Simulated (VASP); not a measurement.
Wanted: the native input for a VASP 6.6.1 run.

```yaml
Task: single point
Functional: PBE
Potentials_or_basis: VASP PAW PBE potentials, release 64 (B, N)
Cutoff: 520 eV
k_mesh: 8 × 8 × 8
Occupations: gaussian, width 0.01 eV
Spin: no spin polarisation
Dipole_correction: no
Further_INCAR_settings: ALGO = Normal; EDIFF = 1e-06; NBANDS = 11
```

The structure of BN lies in POSCAR:

```
BN
1.0
    0.0349165187      1.7807424537      1.7807424537
    1.7807424537      0.0349165187      1.7807424537
    1.7807424537      1.7807424537      0.0349165187
B N
1 1
Direct
    0.0000000000      0.0000000000      0.0000000000
    0.5000000000      0.5000000000      0.5000000000
```

This cell differs from its parent crystal: strain along [111] +3.0%.

These files were run (other wordings do the same):

INCAR

```
  PREC = Accurate
  ENCUT = 520
  EDIFF = 1E-6
  ISMEAR = 0
  SIGMA = 0.01
  LREAL = False
  LASPH = True
  NELM = 80
  ALGO = Normal
  ISIF = 2
  LWAVE = False
  LCHARG = True
  GGA = PE
  LELF = True
  LVHAR = True
  NBANDS = 11
```

KPOINTS

```
regular mesh
0
Gamma
  8 8 8
```

Potentials or basis: VASP PAW PBE potentials, release 64 (B, N).

Command:

```console
$ cat potpaw_PBE.64/B/POTCAR potpaw_PBE.64/N/POTCAR > POTCAR
$ mpirun -np 1 vasp_std > vasp.out
```

It gave:

The pressure is -7.0 GPa and the band gap on the k mesh is 0.89 eV (least direct gap 5.35 eV).

Caveat: the cell differs from its parent crystal (strain along [111] +3.0%); the cell stands under tension.

Run time: 16 s on 1 thread of AMD EPYC 7R13, with other jobs on the host, peak memory 0.09 GiB.
